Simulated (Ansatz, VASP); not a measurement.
## Two plane-wave programs on Nb

Contents of INCAR:

```
SYSTEM = Nb
  ALGO = Normal
  EDIFF = 1E-6
  ENCUT = 500
  GGA = PS
  GGA_COMPAT = .FALSE.
  ISIF = 2
  ISMEAR = 0
  LASPH = .TRUE.
  LCHARG = .TRUE.
  LELF = .TRUE.
  LREAL = .FALSE.
  LVHAR = .TRUE.
  LWAVE = .FALSE.
  NBANDS = 12
  NELM = 120
  PREC = Accurate
  SIGMA = 0.1
```

File KPOINTS:

```
k-points
0
G
  6 6 6
  0 0 0
```

Contents of POSCAR:

```
Nb
1.0
    2.6738804170      0.0000000000      0.0000000000
    0.0000000000      2.6738804170      0.0000000000
    0.0000000000      0.0000000000      2.6738804170
Nb
1
Direct
    0.0000000000      0.0000000000      0.0000000000
```

Input for Ansatz:

```yaml
crystal:
  lattice:
    - [2.673880417, 0.0, 0.0]
    - [0.0, 2.673880417, 0.0]
    - [0.0, 0.0, 2.673880417]
  atoms:
    - { symbol: Nb, position: [0.0, 0.0, 0.0] }
basis:
  ecutwfc: 420
kpoints:
  mp_grid: { grid: [6, 6, 6] }
hamiltonian:
  xc: pbesol
scf:
  occupations: { method: gaussian, width: 0.1 }
  lower_state_search: "off"
output:
  forces: true
  stress: true
  eigenvalues: true
```

Alike in both runs: task single point; functional PBEsol; k mesh 6 × 6 × 6; occupations gaussian, width 0.1 eV; no spin polarisation.

```csv
,VASP,Ansatz
version,VASP 6.6.1,Ansatz 0.2.0
potentials or method,"VASP PAW PBE potentials, release 64 (Nb_sv), cutoff 500 eV","scalar-relativistic, plane waves, PAW"
valence electrons in the cell,13,13
```

```tsv
	VASP	Ansatz	Ansatz less VASP
gap on the k mesh at the Fermi level (eV)	none	none	-
pressure (GPa)	5.4	5.6	+0.26
```

VASP's potentials were made for PBE, not for PBEsol. A gap of «none» marks a metal or a gap that the smearing closes. With one functional, cell and mesh, what is left measures potentials, basis and numerics.

The k mesh is coarse, so the values compare programs but aren't converged.
